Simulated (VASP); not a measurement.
# O in VASP: further runs, part 2 of 2

VASP 6.6.1.

**3. Single point, PBE, collinear spin, ferromagnetic start**

INCAR reads:

```
SYSTEM = O
ALGO = Normal
EDIFF = 1E-7
ENCUT = 520
GGA = PE
ISIF = 2
ISMEAR = -1
ISPIN = 2
LASPH = .TRUE.
LCHARG = .FALSE.
LORBIT = 11
LREAL = Auto
LWAVE = .FALSE.
MAGMOM = 1 1 1 1 1 1 1 1 1 1 1 1 1 1 1 1 1 1 1 1
NBANDS = 80
NELM = 150
PREC = Accurate
SIGMA = 0.05
```

KPOINTS reads:

```
k-points
0
G
  1 1 1
  0 0 0
```

POSCAR reads:

```
O
1.0
    7.5066610000      0.0000000000      0.0000000000
    0.0000000000      7.5066610000      0.0000000000
    0.0000000000      0.0000000000      7.5066610000
O
20
Direct
    1.0436997222      0.5287170954      0.8945388636
    0.8903692334      0.4869408649      0.9506357087
    0.8435974397      0.5439702153      0.4985305717
    0.8348185698      0.3834194724      0.4939746180
    0.1594184152      0.1119006173      0.7533709062
    0.1409947778      0.0960746729      0.5933796664
    0.4262347800      0.7795609792      0.4047738402
    0.2794318273      0.7180955687      0.3953688597
    0.5620474936      0.1922692393      0.1194938735
    0.5634196083      0.3519407630      0.0857638303
    0.8059641963      0.8807910734      0.2853066097
    0.7934020199      0.8138638471      0.1401022372
    0.4573671303      0.3642098664      0.6744676495
    0.4081441802      0.3562036437      0.5218432003
    0.4582996355      0.7629091017      0.8670566048
    0.4056397378      0.6736950023      0.9922920457
    1.0790949531      0.1965587629      0.2388145675
    1.1111731301      0.1200533766      0.1015364887
    0.8274651007      0.8729580302      0.7323762189
    0.7700361053      1.0195078744      0.7742723429
```

Potentials or basis: VASP PAW PBE potentials, release 64 (O).

Launch:

```sh
$ cat potpaw_PBE.64/O/POTCAR > POTCAR
$ mpirun -np 1 vasp_gam > vasp.out
```

OUTCAR:

```text
SYSTEM = O
   EDIFF = 1E-7
   ENCUT = 520
   GGA = PE
   ISIF = 2
   ISMEAR = -1
   ISPIN = 2
   LASPH = .TRUE.
   LORBIT = 11
   LREAL = Auto
   NELM = 150
   PREC = Accurate

 ion  position               nearest neighbor table
   1  0.044  0.529  0.895-   2 1.27
   2  0.890  0.487  0.951-   1 1.27
   3  0.844  0.544  0.499-   4 1.21
   4  0.835  0.383  0.494-   3 1.21
   5  0.159  0.112  0.753-   6 1.21
   6  0.141  0.096  0.593-   5 1.21
[... 12 lines left out ...]
  19  0.827  0.873  0.732-  20 1.22
  20  0.770  0.020  0.774-  19 1.22

  LATTYP: Found a simple cubic cell.
 ALAT       =     7.5066610000

  Lattice vectors:

 A1 = (   7.5066610000,   0.0000000000,   0.0000000000)
 A2 = (   0.0000000000,   7.5066610000,   0.0000000000)
 A3 = (   0.0000000000,   0.0000000000,   7.5066610000)

Analysis of symmetry for initial positions (statically):
=====================================================================
 Subroutine PRICEL returns:
 Original cell was already a primitive cell.

 Routine SETGRP: Setting up the symmetry group for a
 simple cubic supercell.

 Subroutine GETGRP returns: Found  1 space group operations
 (whereof  1 operations were pure point group operations)
 out of a pool of 48 trial point group operations.

The static configuration has the point symmetry C_1 .

Analysis of symmetry for dynamics (positions and initial velocities):
=====================================================================
 Subroutine PRICEL returns:
 Original cell was already a primitive cell.

 Routine SETGRP: Setting up the symmetry group for a
 simple cubic supercell.

 Subroutine GETGRP returns: Found  1 space group operations
 (whereof  1 operations were pure point group operations)
 out of a pool of 48 trial point group operations.

The dynamic configuration has the point symmetry C_1 .
[... 186 lines left out ...]
      3     -29.7393      1.00000
      4     -29.7102      1.00000
      5     -29.6673      1.00000
      6     -29.5073      1.00000
[... 64 lines left out ...]
     71       3.0916      0.00000
     72       4.1706      0.00000
 Fermi energy:        -2.3900570807

 spin component 2

 k-point     1 :       0.0000    0.0000    0.0000
  band No.  band energies     occupation
      1     -28.7249      1.00000
      2     -28.5829      1.00000
      3     -28.5462      1.00000
      4     -28.5157      1.00000
      5     -28.4714      1.00000
      6     -28.3057      1.00000
[... 64 lines left out ...]
     71       3.4435      0.00000
     72       4.6669      0.00000
 [bands above 72 left out]

------------------------ aborting loop because EDIFF is reached ----------------------------------------

  FORCE on cell =-STRESS in cart. coord.  units (eV):
  Direction    XX          YY          ZZ          XY          YZ          ZX
  --------------------------------------------------------------------------------------
  -------------------------------------------------------------------------------------
  Total        2.9121917      7.0567478     10.2784835      1.0522195      2.1078946      0.9396466
  in kB       11.0303712     26.7285111     38.9313276      3.9854423      7.9839731      3.5590552
  external PRESSURE =      25.5634033 kB  Pullay stress =       0.0000000 kB

 VOLUME and BASIS-vectors are now :
 -----------------------------------------------------------------------------
  energy-cutoff  :      520.00
  volume of cell :      423.00
      direct lattice vectors                 reciprocal lattice vectors
     7.506661000  0.000000000  0.000000000     0.133215021  0.000000000  0.000000000
     0.000000000  7.506661000  0.000000000     0.000000000  0.133215021  0.000000000
     0.000000000  0.000000000  7.506661000     0.000000000  0.000000000  0.133215021

 POSITION                                       TOTAL-FORCE (eV/Angst)
 -----------------------------------------------------------------------------------
      0.32804      3.96890      6.71500        -1.868346     -0.514195      0.682843
      6.68370      3.65530      7.13610         1.928138      0.471977     -0.737718
      6.33260      4.08340      3.74230         0.120744      1.990356      0.035669
      6.26670      2.87820      3.70810        -0.109704     -2.016501     -0.051466
      1.19670      0.84000      5.65530         0.191516      0.102073      1.205913
      1.05840      0.72120      4.45430        -0.175118     -0.268492     -1.283089
[... 12 lines left out ...]
      6.21150      6.55300      5.49770         0.238492     -0.644879     -0.191024
      5.78040      0.14644      5.81220        -0.316363      0.671370      0.154509
 -----------------------------------------------------------------------------------
    total drift:                               -0.009344     -0.000054      0.006235

  FREE ENERGIE OF THE ION-ELECTRON SYSTEM (eV)
  ---------------------------------------------------
  free  energy   TOTEN  =       -98.4936728249 eV

  energy  without entropy=      -98.4936717732  energy(sigma->0) =      -98.49367230

 total charge

# of ion       s       p       d       tot
------------------------------------------
    1        1.612   3.233   0.000   4.844
    2        1.613   3.231   0.000   4.844
    3        1.613   3.315   0.000   4.928
    4        1.612   3.317   0.000   4.929
    5        1.613   3.307   0.000   4.920
    6        1.613   3.306   0.000   4.919
[... 12 lines left out ...]
   19        1.612   3.292   0.000   4.904
   20        1.612   3.293   0.000   4.905
--------------------------------------------------
tot         32.251  66.058   0.000  98.308

 magnetization (x)

# of ion       s       p       d       tot
------------------------------------------
    1        0.011   0.806   0.000   0.816
    2        0.011   0.807   0.000   0.818
    3        0.010   0.796   0.000   0.806
    4        0.010   0.797   0.000   0.808
    5        0.010   0.798   0.000   0.808
    6        0.011   0.800   0.000   0.811
[... 12 lines left out ...]
   19        0.010   0.799   0.000   0.810
   20        0.010   0.799   0.000   0.809
--------------------------------------------------
tot          0.208  15.970   0.000  16.178
```

Run time: 1.9 min. Hardware: 1 thread of Intel Xeon Platinum 8259CL at 2.50GHz (Skylake/Cascade Lake), shared host; peak memory 0.51 GiB.

Results:

```yaml
Free_energy: -98.4937 eV
Pressure: 2.6 GPa
Largest_force: 3.012 eV/Å
Band_gap_on_the_k_mesh: 1.46 eV
Net_moment: 20.00 μB per cell
Site_moments: O +0.82, +0.81, +0.80 μB
Valence_electrons_inside_the_program's_atomic_spheres: O 4.84, 4.93, 4.92, 4.95, 4.94, 4.90, 4.91
```

Forces on the atoms (eV/Å):
```
O   -1.868 -0.514  0.683
O    1.928  0.472 -0.738
O    0.121  1.990  0.036
O   -0.110 -2.017 -0.051
O    0.192  0.102  1.206
O   -0.175 -0.268 -1.283
O    2.731  1.166  0.190
O   -2.793 -1.116 -0.174
O   -0.011 -0.598  0.134
O   -0.031  0.479 -0.058
O    0.194  0.997  2.114
O   -0.190 -0.956 -2.038
O    0.729  0.151  2.087
O   -0.578 -0.061 -2.117
O    0.250  0.525 -0.761
O   -0.335 -0.418  0.720
O   -0.449  1.197  1.897
O    0.473 -1.158 -1.811
O    0.238 -0.645 -0.191
O   -0.316  0.671  0.155
```

Levels at points of the mesh, in eV from the valence-band top:
Spin up:
```
           k point  band 68  band 69  band 70  band 71  band 72  band 73
(0.00, 0.00, 0.00)    -0.11    -0.09     0.00     6.21     7.29     7.43
```
Spin down:
```csv
k point,band 47,band 48,band 49,band 50,band 51,band 52,band 53,band 54
"(0.00, 0.00, 0.00)",-4.82,-4.58,-4.56,-4.53,1.46,1.53,1.60,1.76
```

Caveat: the k points lie up to 0.84 Å⁻¹ apart; the standard files for N, O and F lose accuracy on very short bonds.

**4. Single point, PBE, collinear spin, ferromagnetic start**

INCAR reads:

```
SYSTEM = O
  ALGO = Normal
  EDIFF = 1E-6
  ENCUT = 520
  GGA = PE
  ISIF = 2
  ISMEAR = -1
  ISPIN = 2
  LASPH = .TRUE.
  LCHARG = .FALSE.
  LORBIT = 11
  LREAL = Auto
  LWAVE = .FALSE.
  MAGMOM = 1 1 1 1 1 1 1 1 1 1 1 1 1 1 1 1 1 1 1 1
  NBANDS = 80
  NELM = 150
  PREC = Accurate
  SIGMA = 0.05
```

KPOINTS is that of step 3.

POSCAR reads:

```
O
1.0
    7.5066610000      0.0000000000      0.0000000000
    0.0000000000      7.5066610000      0.0000000000
    0.0000000000      0.0000000000      7.5066610000
O
20
Direct
    1.0038151450      0.6027446824      0.8465281701
    0.9959687803      0.4400624992      0.8668168178
    0.8360841125      0.5807375609      0.4281530763
    0.8615415029      0.4452578850      0.5166211715
    0.1537168123      0.0566163838      0.7443256063
    0.1290853550      0.0234858081      0.5858929822
    0.4648138500      0.8175272601      0.4177623047
    0.3358084240      0.7329090790      0.3724159117
    0.5384950779      0.1725667377      0.1170427171
    0.5553867425      0.3333306246      0.1105951101
    0.7769766078      0.8582377704      0.2513101364
    0.8153292123      0.8169411140      0.0994849774
    0.4543165064      0.2850135366      0.6622385106
    0.4006708176      0.3429887136      0.5218964863
    0.5043920326      0.7251692863      0.8435308322
    0.3943164611      0.6947030111      0.9666747972
    1.0772565859      0.2486724790      0.1929353144
    1.1002361769      0.1008970566      0.1310569373
    0.7969055749      0.9225140179      0.7461373306
    0.7359463815      1.0678915699      0.7959997128
```

Potentials or basis: VASP PAW PBE potentials, release 64 (O).

Launch:

```sh
$ cat potpaw_PBE.64/O/POTCAR > POTCAR
$ mpirun -np 1 vasp_gam > vasp.out
```

OUTCAR:

```text
SYSTEM = O
   EDIFF = 1E-6
   ENCUT = 520
   GGA = PE
   ISIF = 2
   ISMEAR = -1
   ISPIN = 2
   LASPH = .TRUE.
   LORBIT = 11
   LREAL = Auto
   NELM = 150
   PREC = Accurate

 ion  position               nearest neighbor table
   1  0.004  0.603  0.847-   2 1.23
   2  0.996  0.440  0.867-   1 1.23
   3  0.836  0.581  0.428-   4 1.23
   4  0.862  0.445  0.517-   3 1.23
   5  0.154  0.057  0.744-   6 1.23
   6  0.129  0.023  0.586-   5 1.23
[... 12 lines left out ...]
  19  0.797  0.923  0.746-  20 1.24
  20  0.736  0.068  0.796-  19 1.24

  LATTYP: Found a simple cubic cell.
 ALAT       =     7.5066610000

  Lattice vectors:

 A1 = (   7.5066610000,   0.0000000000,   0.0000000000)
[... 390 lines left out ...]
      6.46730      3.34240      3.87810        -0.001355     -0.286851      0.049982
      1.15390      0.42500      5.58740         0.052668      0.004064      0.258474
      0.96900      0.17630      4.39810         0.004611     -0.044051     -0.312575
[... 12 lines left out ...]
      5.98210      6.92500      5.60100        -0.278431      0.618256      0.034803
      5.52450      0.50964      5.97530         0.287030     -0.565928     -0.238245
 -----------------------------------------------------------------------------------
    total drift:                                0.012858     -0.001315      0.005086

  FREE ENERGIE OF THE ION-ELECTRON SYSTEM (eV)
  ---------------------------------------------------
  free  energy   TOTEN  =       -98.4614718372 eV

  energy  without entropy=      -98.4614704168  energy(sigma->0) =      -98.46147113

 total charge

# of ion       s       p       d       tot
------------------------------------------
    1        1.612   3.279   0.000   4.891
    2        1.612   3.280   0.000   4.892
    3        1.614   3.281   0.000   4.896
    4        1.612   3.284   0.000   4.896
    5        1.613   3.283   0.000   4.896
    6        1.612   3.285   0.000   4.896
[... 12 lines left out ...]
   19        1.613   3.267   0.000   4.880
   20        1.612   3.269   0.000   4.881
--------------------------------------------------
tot         32.251  65.795   0.000  98.046

 magnetization (x)

# of ion       s       p       d       tot
------------------------------------------
    1        0.011   0.802   0.000   0.813
    2        0.011   0.802   0.000   0.813
    3        0.011   0.798   0.000   0.809
    4        0.010   0.803   0.000   0.813
    5        0.011   0.803   0.000   0.813
    6        0.010   0.799   0.000   0.809
[... 12 lines left out ...]
   19        0.011   0.808   0.000   0.819
   20        0.011   0.798   0.000   0.809
--------------------------------------------------
tot          0.212  16.010   0.000  16.222
```

Wall time 1.8 min (1 thread of Intel Xeon Platinum 8259CL at 2.50GHz (Skylake/Cascade Lake), shared host); peak memory 0.5 GiB.

What came out:

```
Free energy                                           : -98.4615 eV
Pressure                                              : 1.7 GPa
Largest force                                         : 2.109 eV/Å
Band gap on the k mesh                                : 1.41 eV
Net moment                                            : 20.00 μB per cell
Site moments                                          : O +0.81, +0.82, +0.80 μB
Valence electrons inside the program's atomic spheres : O 4.89, 4.90, 4.93, 4.92, 4.85, 4.88
```

Forces in eV/Å, atoms in the order of the input:
```
O    0.062 -0.018 -0.027
O    0.029 -0.014  0.058
O    0.010 -0.029  0.006
O   -0.001 -0.287  0.050
O    0.053  0.004  0.258
O    0.005 -0.044 -0.313
O    1.486  1.082  0.658
O   -1.704 -1.106 -0.566
O   -0.195 -1.391  0.114
O    0.166  1.434 -0.060
O   -0.182  0.649  1.061
O    0.303 -0.376 -1.120
O    0.660 -0.590  1.628
O   -0.620  0.723 -1.667
O   -1.315 -0.422  1.315
O    1.179  0.340 -1.316
O   -0.176  1.251  0.608
O    0.231 -1.261 -0.482
O   -0.278  0.618  0.035
O    0.287 -0.566 -0.238
```

Levels at points of the mesh, in eV from the valence-band top:
Spin up:
| k point | band 68 | band 69 | band 70 | band 71 | band 72 | band 73 |
| --- | --- | --- | --- | --- | --- | --- |
| (0.00, 0.00, 0.00) | -0.14 | -0.11 | 0.00 | 6.14 | 7.20 | 7.46 |
Spin down:
| k point | band 46 | band 47 | band 48 | band 49 | band 50 | band 51 | band 52 | band 53 | band 54 | band 55 |
| --- | --- | --- | --- | --- | --- | --- | --- | --- | --- | --- |
| (0.00, 0.00, 0.00) | -4.72 | -4.63 | -4.60 | -4.58 | -4.41 | 1.41 | 1.52 | 1.55 | 1.64 | 1.68 |

Caveat: the k points lie up to 0.84 Å⁻¹ apart; the standard files for N, O and F lose accuracy on very short bonds.

**5. Single point, PBE, collinear spin, ferromagnetic start**

INCAR reads:

```
ALGO = Normal
EDIFF = 1E-6
ENCUT = 520
GGA = PE
ISIF = 2
ISMEAR = -1
ISPIN = 2
LASPH = T
LCHARG = F
LORBIT = 11
LREAL = Auto
LWAVE = F
MAGMOM = 1 1 1 1 1 1 1 1 1 1 1 1 1 1 1 1 1 1 1 1
NBANDS = 80
NELM = 150
PREC = Accurate
SIGMA = 0.05
```

KPOINTS reads:

```
k-points
0
Gamma
  1 1 1
```

POSCAR reads:

```
O
1.0
    7.5066610000      0.0000000000      0.0000000000
    0.0000000000      7.5066610000      0.0000000000
    0.0000000000      0.0000000000      7.5066610000
O
20
Direct
    1.0071854850      0.5513503274      0.8973896650
    0.9681135194      0.4142187852      0.8281045328
    0.8116258347      0.6034773650      0.4303511242
    0.9073674700      0.4817321576      0.4269141766
    0.2037656956     -0.0264032171      0.7018033717
    0.0893339928      0.0094449450      0.5902091489
    0.4133395660      0.7027891629      0.4060527044
    0.2510703494      0.6994854303      0.3775047255
    0.5114923932      0.2071093926      0.1478153869
    0.5542544148      0.3550579945      0.0981927917
    0.8615814674      0.8712928425      0.1237700757
    0.7478691258      0.7738993409      0.0674201219
    0.4736193629      0.3011458756      0.6313992333
    0.4309505917      0.3471849868      0.4823449467
    0.4700092358      0.6525138141      0.7902315024
    0.4030820094      0.6375271242      0.9402182941
    1.1071766795      0.2237479487      0.1904042290
    1.1407335432      0.0806883380      0.1273269167
    0.7140991181      0.9827671717      0.6936106479
    0.7645742894      1.1191393883      0.7661462267
```

Launch:

```sh
$ cat potpaw_PBE.64/O/POTCAR > POTCAR
$ mpirun -np 1 vasp_gam > vasp.out
```

Wall time 1.8 min (1 thread of Intel Xeon Platinum 8259CL at 2.50GHz (Skylake/Cascade Lake), shared host); peak memory 0.51 GiB.

Results (log left out):

| Item | Value |
| --- | --- |
| Free energy | -98.1818 eV |
| Pressure | 3.6 GPa |
| Largest force | 6.622 eV/Å |
| Band gap on the k mesh | 1.35 eV |
| Net moment | 20.00 μB per cell |
| Site moments | O +0.81, +0.80, +0.82 μB |
| Valence electrons inside the program's atomic spheres | O 4.96, 5.00, 4.89, 4.88, 4.92, 4.94, 4.91 |

Forces on the atoms (eV/Å):
```
O    0.955  3.114  1.553
O   -0.838 -3.075 -1.554
O   -4.073  5.200  0.220
O    4.055 -5.232 -0.173
O    0.158 -0.045  0.182
O   -0.082  0.065 -0.195
O   -0.288  0.182 -0.178
O    0.304  0.005  0.014
O   -0.254 -1.380  0.309
O    0.478  1.167 -0.365
O    1.696  1.466  0.894
O   -1.906 -1.497 -0.832
O    0.291 -0.420  1.326
O   -0.427  0.290 -1.223
O   -0.172  0.024  0.377
O    0.061  0.189 -0.396
O   -0.570  2.374  1.038
O    0.685 -2.274 -1.033
O   -0.343 -0.830 -0.458
O    0.272  0.678  0.494
```

Stress tensor (GPa, compression positive):
```
 2.67 -0.58  0.64
-0.58  6.22  1.12
 0.64  1.12  1.79
```

Levels at points of the mesh, in eV from the valence-band top:
Spin up:
```
           k point  band 66  band 67  band 68  band 69  band 70  band 71  band 72  band 73  band 74  band 75
(0.00, 0.00, 0.00)    -0.26    -0.23    -0.13    -0.03     0.00     6.00     7.23     7.31     7.52     7.76
```
Spin down:
```
           k point  band 46  band 47  band 48  band 49  band 50  band 51  band 52  band 53  band 54  band 55
(0.00, 0.00, 0.00)    -4.93    -4.90    -4.85    -4.79    -4.73     1.35     1.39     1.49     1.58     1.61
```

Caveat: the k points lie up to 0.84 Å⁻¹ apart; the standard files for N, O and F lose accuracy on very short bonds.
